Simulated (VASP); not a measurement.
# Cs (Im-3m) in VASP: a series of runs

The runs below take Cs through single point, with PBE.

Program: VASP 6.6.1. These are calculated values, not measurements. Logs are shortened: lines on timing, memory, paths and dates and some standing lists are left out, and cuts for length are marked.

### 1 The cell of the first run

The structure is cubic, space group Im-3m (No. 229). Conventional cell: a = 6.154 Å, b = 6.154 Å, c = 6.154 Å, α = 90.00°, β = 90.00°, γ = 90.00°.

### 2 Single point, PBE

Contents of INCAR:

```
  PREC = Accurate
  ENCUT = 520
  EDIFF = 1E-6
  ISMEAR = -1
  SIGMA = 0.1
  LREAL = F
  LASPH = T
  NELM = 100
  ALGO = Normal
  ISIF = 2
  LWAVE = F
  LCHARG = F
  GGA = PE
  NBANDS = 10
```

Contents of KPOINTS:

```
regular mesh
0
Gamma
  5 5 5
```

Contents of POSCAR:

```
Cs
1.0
   -3.0771709509      3.0771709509      3.0771709509
    3.0771709509     -3.0771709509      3.0771709509
    3.0771709509      3.0771709509     -3.0771709509
Cs
1
Direct
    0.0000000000      0.0000000000      0.0000000000
```

Potentials or basis: VASP PAW PBE potentials, release 64 (Cs_sv).

Launch:

```
$ cat potpaw_PBE.64/Cs_sv/POTCAR > POTCAR
$ mpirun -np 1 vasp_std > vasp.out
```

OUTCAR:

```text
PREC = Accurate
   ENCUT = 520
   EDIFF = 1E-6
   ISMEAR = -1
   LREAL = F
   LASPH = T
   NELM = 100
   ISIF = 2
   GGA = PE

 ion  position               nearest neighbor table
   1  0.000  0.000  0.000-

  LATTYP: Found a body centered cubic cell.
 ALAT       =     6.1543419018

  Lattice vectors:

 A1 = (  -3.0771709509,   3.0771709509,   3.0771709509)
 A2 = (   3.0771709509,  -3.0771709509,   3.0771709509)
 A3 = (   3.0771709509,   3.0771709509,  -3.0771709509)

Analysis of symmetry for initial positions (statically):
=====================================================================
 Subroutine PRICEL returns:
 Original cell was already a primitive cell.

 Routine SETGRP: Setting up the symmetry group for a
 body centered cubic supercell.

 Subroutine GETGRP returns: Found 48 space group operations
 (whereof 48 operations were pure point group operations)
 out of a pool of 48 trial point group operations.

The static configuration has the point symmetry O_h .

Analysis of symmetry for dynamics (positions and initial velocities):
=====================================================================
 Subroutine PRICEL returns:
 Original cell was already a primitive cell.

 Routine SETGRP: Setting up the symmetry group for a
 body centered cubic supercell.

 Subroutine GETGRP returns: Found 48 space group operations
 (whereof 48 operations were pure point group operations)
 out of a pool of 48 trial point group operations.

The dynamic configuration has the point symmetry O_h .

 Subroutine INISYM returns: Found 48 space group operations
 (whereof 48 operations are pure point group operations),
 and found     1 'primitive' translations

----------------------------------------------------------------------------------------

                                     Primitive cell

  volume of cell :     116.5507

  direct lattice vectors                    reciprocal lattice vectors
    -3.077170951  3.077170951  3.077170951     0.000000000  0.162486910  0.162486910
     3.077170951 -3.077170951  3.077170951     0.162486910  0.000000000  0.162486910
     3.077170951  3.077170951 -3.077170951     0.162486910  0.162486910  0.000000000

  length of vectors
     5.329816431  5.329816431  5.329816431     0.229791192  0.229791192  0.229791192

  position of ions in fractional coordinates (direct lattice)
     0.000000000  0.000000000  0.000000000

  ion indices of the primitive-cell ions
   primitive index   ion index
                 1           1

----------------------------------------------------------------------------------------

 KPOINTS: regular mesh

Automatic generation of k-mesh.
 Grid dimensions read from file:
 generate k-points for:    5    5    5

 Generating k-lattice:

  Cartesian coordinates                     Fractional coordinates (reciprocal lattice)
     0.000000000  0.032497382  0.032497382     0.200000000  0.000000000  0.000000000
     0.032497382  0.000000000  0.032497382     0.000000000  0.200000000  0.000000000
     0.032497382  0.032497382  0.000000000     0.000000000  0.000000000  0.200000000

  Length of vectors
     0.045958238  0.045958238  0.045958238

  Shift w.r.t. Gamma in fractional coordinates (k-lattice)
     0.000000000  0.000000000  0.000000000

 Subroutine IBZKPT returns following result:
 ===========================================

 Found     10 irreducible k-points:

 Following reciprocal coordinates:
            Coordinates               Weight
  0.000000  0.000000  0.000000      1.000000
  0.200000  0.000000  0.000000     12.000000
  0.400000  0.000000  0.000000     12.000000
  0.200000  0.200000  0.000000     24.000000
  0.400000  0.200000  0.000000     24.000000
  0.200000  0.200000  0.200000      8.000000
 -0.200000  0.200000  0.200000      6.000000
 -0.400000  0.400000  0.200000     24.000000
 -0.400000 -0.400000  0.200000      8.000000
 -0.400000  0.400000  0.400000      6.000000
   k-points           NKPTS =     10   k-points in BZ     NKDIM =     10   number of bands    NBANDS=     10
   number of dos      NEDOS =    301   number of ions     NIONS =      1
   total plane-waves  NPLWV =  64000
   dimension x,y,z NGX =    40 NGY =   40 NGZ =   40
   dimension x,y,z NGXF=    80 NGYF=   80 NGZF=   80
   ions per type =               1
   NGX,Y,Z   is equivalent  to a cutoff of  12.48, 12.48, 12.48 a.u.
   NGXF,Y,Z  is equivalent  to a cutoff of  24.95, 24.95, 24.95 a.u.
 SYSTEM =  unknown system
   PREC   = accura    normal or accurate (medium, high low for compatibility)
   ISTART =      0    job   : 0-new  1-cont  2-samecut
   ICHARG =      2    charge: 1-file 2-atom 10-const
   ISPIN  =      1    spin polarized calculation?
   LNONCOLLINEAR =      F non collinear calculations
   LSORBIT =      F    spin-orbit coupling
   LASPH  =      T    aspherical Exc in radial PAW
   ENCUT  =  520.0 eV  38.22 Ry    6.18 a.u.   9.91  9.91  9.91*2*pi/ulx,y,z
   NELM   =    100;   NELMIN=  2; NELMDL= -5     # of ELM steps
   EDIFF  = 0.1E-05   stopping-criterion for ELM
   LREAL  =      F    real-space projection
   EDIFFG = 0.1E-04   stopping-criterion for IOM
   NSW    =      0    number of steps for IOM
   IBRION =     -1    ionic relax: 0-MD 1-quasi-New 2-CG
   NFREE  =      0    steps in history (QN), initial steepest desc. (CG)
   ISIF   =      2    stress and relaxation
   ISYM   =      2    0-nonsym 1-usesym 2-fastsym
   POTIM  = 0.5000    time-step for ionic-motion
   TEBEG  =    0.0;   TEEND  =   0.0 temperature during run
   PSTRESS=    0.0 pullay stress
   NELECT =       9.0000    total number of electrons
   NUPDOWN=      -1.0000    fix difference up-down
   EMIN   =  10.00;   EMAX   =-10.00  energy-range for DOS
   EFERMI =   0.00;   METHOD = LEGACY
   ISMEAR =    -1;   SIGMA  =   0.10  broadening in eV -4-tet -1-fermi 0-gaus
   EFERMI_NEDOS =   21; number of points for ismear=-14 and -15
   IALGO  =     38    algorithm
   IMIX   =      4    mixing-type and parameters
     AMIX     =   0.40;   BMIX     =  1.00
     AMIX_MAG =   1.60;   BMIX_MAG =  1.00
  volume/ion in A,a.u.               =     116.55       786.52
  Fermi-wavevector in a.u.,A,eV,Ry     =   0.697136  1.317396  6.612408  0.485998
  Thomas-Fermi vector in A             =   1.780379
   LORBIT       =      0    0 simple, 1 ext, 2 COOP (PROOUT), +10 PAW based schemes
   GGA     = PE    functional components
   LHFCALC =     F    Hartree Fock is set to
   AEXX    =    0.0000 exact exchange contribution
   IVDW    =     0    specifies the selected vdW correction
   LEPSILON=     F    determine dielectric tensor
   LRPA    =     F    only Hartree local field effects (RPA)
 non-spin polarized calculation
  energy-cutoff  :      520.00
  volume of cell :      116.55
 maximum number of plane-waves:      3164
   NGX = 19   NGY = 19   NGZ = 19

 number of electron       9.0000002 magnetization

 Free energy of the ion-electron system (eV)
  ---------------------------------------------------
  ext. energy  EPLUGINS =         0.00000000
  ---------------------------------------------------
  free energy    TOTEN  =        -0.87733043 eV

  energy without entropy =       -0.84140830  energy(sigma->0) =       -0.85936937

 E-fermi :   0.4329     XC(G=0):  -5.3733

 val. band max:        0.1625052548   @ k =   0.4000   0.0000   0.0000
 cond. band min:       0.5094956248   @ k =  -0.4000   0.4000   0.2000
 fundamental gap:      0.3469903700
 Fermi energy:         0.4328749884

 k-point     1 :       0.0000    0.0000    0.0000
  band No.  band energies     occupation
      1     -23.4449      2.00000
      2     -10.1899      2.00000
      3     -10.1899      2.00000
      4     -10.1899      2.00000
      5      -1.2436      2.00000
      6       2.9060      0.00000
      7       2.9060      0.00000
      8       2.9060      0.00000
      9       3.7525      0.00000
     10       3.7525      0.00000

 k-point     2 :       0.2000    0.0000    0.0000
  band No.  band energies     occupation
      1     -23.4428      2.00000
      2     -10.2363      2.00000
      3     -10.2051      2.00000
      4     -10.1900      2.00000
      5      -0.8228      1.99999
      6       2.3967      0.00000
      7       2.5361      0.00000
      8       3.3369      0.00000
      9       3.5489      0.00000
     10       3.7255      0.00000

 k-point     3 :       0.4000    0.0000    0.0000
  band No.  band energies     occupation
      1     -23.4393      2.00000
      2     -10.3087      2.00000
      3     -10.2294      2.00000
      4     -10.1900      2.00000
      5       0.1625      1.87449
      6       1.5031      0.00004
      7       2.1245      0.00000
      8       3.6608      0.00000
      9       4.0041      0.00000
     10       4.5417      0.00000

 k-point     4 :       0.2000    0.2000    0.0000
  band No.  band energies     occupation
      1     -23.4399      2.00000
      2     -10.2846      2.00000
      3     -10.2256      2.00000
      4     -10.2001      2.00000
      5      -0.0833      1.98860
      6       1.8112      0.00000
      7       2.0903      0.00000
      8       3.4935      0.00000
      9       3.9597      0.00000
     10       4.1449      0.00000

 k-point     5 :       0.4000    0.2000    0.0000
  band No.  band energies     occupation
      1     -23.4382      2.00000
      2     -10.3047      2.00000
      3     -10.2509      2.00000
      4     -10.2029      2.00000
      5       0.7983      0.05045
      6       1.2679      0.00047
      7       1.8132      0.00000
      8       3.4517      0.00000
      9       4.1199      0.00000
     10       4.3224      0.00000

 k-point     6 :       0.2000    0.2000    0.2000
  band No.  band energies     occupation
      1     -23.4386      2.00000
      2     -10.2877      2.00000
      3     -10.2329      2.00000
      4     -10.2329      2.00000
      5       0.8397      0.03364
      6       1.5512      0.00003
      7       1.5512      0.00003
      8       3.3325      0.00000
      9       4.1915      0.00000
     10       4.1915      0.00000

 k-point     7 :      -0.2000    0.2000    0.2000
  band No.  band energies     occupation
      1     -23.4408      2.00000
      2     -10.2422      2.00000
      3     -10.2211      2.00000
      4     -10.2211      2.00000
      5      -0.4287      1.99964
      6       2.3347      0.00000
      7       2.6389      0.00000
      8       2.6389      0.00000
      9       3.3865      0.00000
     10       4.1542      0.00000

 k-point     8 :      -0.4000    0.4000    0.2000
  band No.  band energies     occupation
      1     -23.4375      2.00000
      2     -10.2976      2.00000
      3     -10.2466      2.00000
      4     -10.2236      2.00000
      5       0.5095      0.63460
      6       1.4754      0.00006
      7       2.4547      0.00000
      8       2.6946      0.00000
      9       3.7589      0.00000
     10       4.4185      0.00000

 k-point     9 :      -0.4000   -0.4000    0.2000
  band No.  band energies     occupation
      1     -23.4360      2.00000
      2     -10.2858      2.00000
      3     -10.2858      2.00000
      4     -10.2313      2.00000
      5       1.2224      0.00075
      6       1.2224      0.00075
      7       1.7774      0.00000
      8       3.4807      0.00000
      9       3.4807      0.00000
     10       4.3718      0.00000

 k-point    10 :      -0.4000    0.4000    0.4000
  band No.  band energies     occupation
      1     -23.4347      2.00000
      2     -10.2820      2.00000
      3     -10.2741      2.00000
      4     -10.2741      2.00000
      5       0.9993      0.00691
      6       1.2236      0.00074
      7       2.9840      0.00000
      8       3.0881      0.00000
      9       3.0881      0.00000
     10       4.5231      0.00000

------------------------ aborting loop because EDIFF is reached ----------------------------------------

  FORCE on cell =-STRESS in cart. coord.  units (eV):
  Direction    XX          YY          ZZ          XY          YZ          ZX
  --------------------------------------------------------------------------------------
  -------------------------------------------------------------------------------------
  Total       -0.0087180     -0.0087180     -0.0087180      0.0000000     -0.0000000      0.0000000
  in kB       -0.1198426     -0.1198426     -0.1198426      0.0000000     -0.0000000      0.0000000
  external PRESSURE =      -0.1198426 kB  Pullay stress =       0.0000000 kB

 VOLUME and BASIS-vectors are now :
 -----------------------------------------------------------------------------
  energy-cutoff  :      520.00
  volume of cell :      116.55
      direct lattice vectors                 reciprocal lattice vectors
    -3.077170951  3.077170951  3.077170951     0.000000000  0.162486910  0.162486910
     3.077170951 -3.077170951  3.077170951     0.162486910  0.000000000  0.162486910
     3.077170951  3.077170951 -3.077170951     0.162486910  0.162486910  0.000000000

 POSITION                                       TOTAL-FORCE (eV/Angst)
 -----------------------------------------------------------------------------------
      0.00000      0.00000      0.00000         0.000000      0.000000      0.000000
 -----------------------------------------------------------------------------------
    total drift:                               -0.000000      0.000000      0.000000

  FREE ENERGIE OF THE ION-ELECTRON SYSTEM (eV)
  ---------------------------------------------------
  free  energy   TOTEN  =        -0.8773304344 eV

  energy  without entropy=       -0.8414083002  energy(sigma->0) =       -0.85936937
```

Run time: 8 s. Hardware: 1 thread of AMD EPYC 7R13 (Zen 3), shared host; peak memory 0.2 GiB.

Results:

* Free energy: -0.8773 eV
* Pressure: 0.0 GPa

Caveat: spin-orbit coupling is left out, which moves the levels of the heavy elements.

### 3 Single point, PBE

Contents of INCAR:

```
  PREC = Accurate
  ENCUT = 520
  EDIFF = 1E-7
  ISMEAR = -1
  SIGMA = 0.1
  LREAL = F
  LASPH = T
  NELM = 60
  ALGO = Normal
  ISIF = 2
  LWAVE = F
  LCHARG = F
  GGA = PE
  NBANDS = 10
```

Contents of KPOINTS:

```
Automatic mesh
0
Gamma
  6 6 6
```

POSCAR is that of step 2.

Potentials or basis: VASP PAW PBE potentials, release 64 (Cs_sv).

Launch:

```
$ cat potpaw_PBE.64/Cs_sv/POTCAR > POTCAR
$ mpirun -np 1 vasp_std > vasp.out
```

Wall time 13 s (1 thread of AMD EPYC 7R13 (Zen 3), shared host); peak memory 0.21 GiB.

The run converged. Its results:

```
Free energy : -0.8678 eV
Pressure    : 0.0 GPa
```

Levels at points of the mesh, in eV from the Fermi level:
```
           k point  band 1  band 2  band 3  band 4  band 5  band 6  band 7  band 8  band 9
(0.00, 0.00, 0.00)  -23.86  -10.60  -10.60  -10.60   -1.66    2.49    2.49    2.49    3.34
(0.50, 0.00, 0.00)  -23.85  -10.73  -10.65  -10.60    0.05    0.87    1.65    3.17    3.78
(0.50, 0.50, 0.50)  -23.85  -10.70  -10.70  -10.70    0.67    0.67    2.98    2.98    2.98
```

Caveat: spin-orbit coupling is left out, which moves the levels of the heavy elements.
